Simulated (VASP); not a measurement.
Input of a VASP 6.6.1 run:

Contents of INCAR:

```
SYSTEM = TiAlF
ALGO = Normal
EDIFF = 1E-7
ENCUT = 520
GGA = PE
ISIF = 2
ISMEAR = 0
LASPH = .TRUE.
LCHARG = .FALSE.
LREAL = .FALSE.
LWAVE = .FALSE.
NBANDS = 18
NELM = 100
PREC = Accurate
SIGMA = 0.1
```

The input KPOINTS:

```
k-points
0
G
  16 16 8
  0 0 0
```

POSCAR

```
TiAlF
1.0
    2.9623133171      0.0000000000      0.0000000000
    0.0000000000      2.9623133171      0.0000000000
    0.0000000000      0.0000000000      5.5264560879
Ti Al F
1 1 1
Direct
    0.5000000000      0.5000000000      0.0000000000
    0.5000000000      0.5000000000      0.5000000000
    0.0000000000      0.0000000000      0.0000000000
```

Potentials or basis: VASP PAW PBE potentials, release 64 (Ti_sv, Al, F).

Launch:

```bash
$ cat potpaw_PBE.64/Ti_sv/POTCAR potpaw_PBE.64/Al/POTCAR potpaw_PBE.64/F/POTCAR > POTCAR
$ mpirun -np 1 vasp_std > vasp.out
```

Question: Predict the band gap on the k mesh.

Answer: Zero (bands 11 and 12 overlap by 0.67 eV).

Question: What does it give for the pressure?

Answer: 0.1 GPa.

Stress tensor (GPa, compression positive):
```
 0.24  0.00  0.00
 0.00  0.24  0.00
 0.00  0.00 -0.09
```
